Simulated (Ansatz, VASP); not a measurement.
# Two plane-wave programs on As2Se

```
CELL_PARAMETERS angstrom
-3.46999 3.46999 2.61564
3.46999 -3.46999 2.61564
3.46999 3.46999 -2.61564
ATOMIC_POSITIONS crystal
As 0.87500 0.12500 0.75000
As 0.37500 0.12500 0.25000
As 0.87500 0.62500 0.75000
As 0.87500 0.12500 0.25000
Se 0.50000 0.50000 0.00000
Se 0.25000 0.75000 0.50000
```

Alike in both runs: functional PBEsol; k mesh 8 × 8 × 8; occupations gaussian, width 0.1 eV; no spin polarisation.

Ansatz relaxed the structure, and its values are those at the end. VASP's run is a single point on that final structure, the one shown.

```csv
,VASP,Ansatz
version,VASP 6.6.1,Ansatz 0.2.0
potentials or method,"VASP PAW PBE potentials, release 64 (As, Se), cutoff 520 eV","scalar-relativistic, plane waves, PAW"
valence electrons in the cell,32,92
```

```tsv
	VASP	Ansatz	Ansatz less VASP
gap on the k mesh at the Fermi level (eV)	none	none	-
pressure (GPa)	0.2	0.0	-0.23
```

VASP's potentials were made for PBE, not for PBEsol. A gap of «none» marks a metal or a gap that the smearing closes. The functional is the same, so the differences come from potentials, cutoffs and numerics. VASP's potentials hold 32 valence electrons a cell and Ansatz's 92, so a difference there can come from the potentials and not from the codes.
